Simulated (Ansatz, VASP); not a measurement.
# Two plane-wave programs on WS2

File INCAR:

```
SYSTEM = WS2
PREC = Accurate
ENCUT = 520
EDIFF = 1E-6
ISMEAR = 1
SIGMA = 0.02
LREAL = .FALSE.
LASPH = .TRUE.
NELM = 150
ALGO = Normal
ISIF = 2
LWAVE = .FALSE.
LCHARG = .FALSE.
LMAXMIX = 4
LDAU = .TRUE.
LDAUTYPE = 1
LDAUL = 2 -1
LDAUU = 5.9 0
LDAUJ = 0.9 0
LDAUPRINT = 1
NBANDS = 20
```

KPOINTS

```
regular mesh
0
G
  9 9 9
  0 0 0
```

Contents of POSCAR:

```
WS2
1.0
    1.5790000000      0.9116360800      6.1633333300
   -1.5790000000      0.9116360800      6.1633333300
    0.0000000000     -1.8232721500      6.1633333300
W S
1 2
Direct
    0.0000000000      0.0000000000      0.0000000000
    0.2496999997      0.2496999997      0.2497000010
    0.4189999995      0.4189999995      0.4190000018
```

Input for Ansatz:

```yaml
crystal:
  lattice:
    - [1.579, 0.91163608, 6.16333333]
    - [-1.579, 0.91163608, 6.16333333]
    - [0.0, -1.82327215, 6.16333333]
  atoms:
    - { symbol: W, position: [0.0, 0.0, 0.0] }
    - { symbol: S, position: [0.24969999967854067, 0.24969999967854067, 0.24970000104805645] }
    - { symbol: S, position: [0.4189999994605869, 0.4189999994605869, 0.41900000175865304] }
basis:
  ecutwfc: 450.0
kpoints:
  mp_grid:
    grid: [9, 9, 9]
    shift: [0.0, 0.0, 0.0]
hamiltonian:
  xc: lda
  hubbard:
    - { species: W, l: d, u: 5.9, j: 0.9 }
scf:
  mixing:
    algorithm: broyden
    preconditioner: kerker_dos
  occupations:
    method: methfessel_paxton
    width: 0.02
  eigensolver:
    kind: auto
  initial_density:
    normalization: cell
output:
  forces: true
  stress: true
```

Alike in both runs: task single point; functional LDA; k mesh 9 × 9 × 9; occupations methfessel-paxton of order 1, width 0.02 eV; no spin polarisation; Hubbard terms W d U = 5.9 eV, J = 0.9 eV.

|  | VASP | Ansatz |
| --- | --- | --- |
| version | VASP 6.6.1 | Ansatz 0.2.0 |
| potentials or method | VASP PAW LDA potentials, release 64 (W_sv, S), cutoff 520 eV | plane waves, PAW |
| valence electrons in the cell | 26 | 26 |

|  | VASP | Ansatz | Ansatz less VASP |
| --- | --- | --- | --- |
| pressure (GPa) | 1.0 | -3.3 | -4.27 |
| traceless stress, the component that is largest in VASP (GPa) | 0.62 | 0.14 | -0.487 |
| rms of the force components (eV/Å) | 0.276 | 0.269 | -0.0070 |

LDA's correlation is that of Perdew and Zunger in VASP and of Perdew and Wang (1992) in Ansatz. The programs project onto different local orbitals, so the same U acts differently, and such runs can settle in different states. Atom by atom the forces differ by 0.234 eV/Å (rms over components).

Neither program's run includes spin-orbit coupling.
